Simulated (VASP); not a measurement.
Here is a VASP 6.6.1 calculation.

Contents of INCAR:

```
SYSTEM = TiO2
PREC     = Accurate       ! precision mode
ENCUT    = 520            ! plane-wave cutoff, eV
EDIFF    = 1E-6           ! SCF threshold, eV
ISMEAR   = 0              ! smearing method
SIGMA    = 0.05           ! smearing width, eV
LREAL    = .False.        ! projectors in reciprocal space
LASPH    = .True.         ! aspherical terms in the spheres
NELM     = 150            ! most SCF steps
ALGO     = Normal         ! electronic algorithm
ISIF     = 2              ! what is computed and relaxed
LWAVE    = .False.        ! write WAVECAR
LCHARG   = .False.        ! write CHGCAR
LMAXMIX  = 4              ! l up to which the mixer works
LDAU     = .True.         ! DFT+U
LDAUTYPE = 2            
LDAUL    = 2 -1           ! shell
LDAUU    = 4 0            ! U, eV
LDAUJ    = 0 0          
LDAUPRINT= 1            
GGA      = PE             ! functional
NBANDS   = 33             ! bands
```

File KPOINTS:

```
Automatic mesh
0
Gamma
  6 6 6
  0 0 0
```

The input POSCAR:

```
TiO2
1.0
    2.7556872760     -2.7557638530     -0.0205630457
    2.7556872760      2.7557638530     -0.0205630457
   -2.7183033669      0.0000000000      5.0124994207
Ti O
2 4
Direct
    0.1250069486      0.8749930514      0.2500000000
    0.8749930514      0.1250069486      0.7500000000
    0.3302226688      0.0802459441      0.6604550595
    0.6697773312      0.9197540559      0.3395449405
    0.9197540559      0.6697773312      0.8395449405
    0.0802459441      0.3302226688      0.1604550595
```

Potentials or basis: VASP PAW PBE potentials, release 64 (Ti_sv, O).

Run with:

```sh
$ cat potpaw_PBE.64/Ti_sv/POTCAR potpaw_PBE.64/O/POTCAR > POTCAR
$ mpirun -np 1 vasp_std > vasp.out
```

(1) Predict the largest force.

(2) Predict the pressure.

(3) Estimate the band gap on the k mesh.

## Answers

(1) 0.173 eV/Å.

(2) -7.6 GPa.

(3) 2.54 eV (least direct gap 2.77 eV).

Caveat: the cell differs from its parent crystal (atoms shifted along a free coordinate); the cell stands under tension.
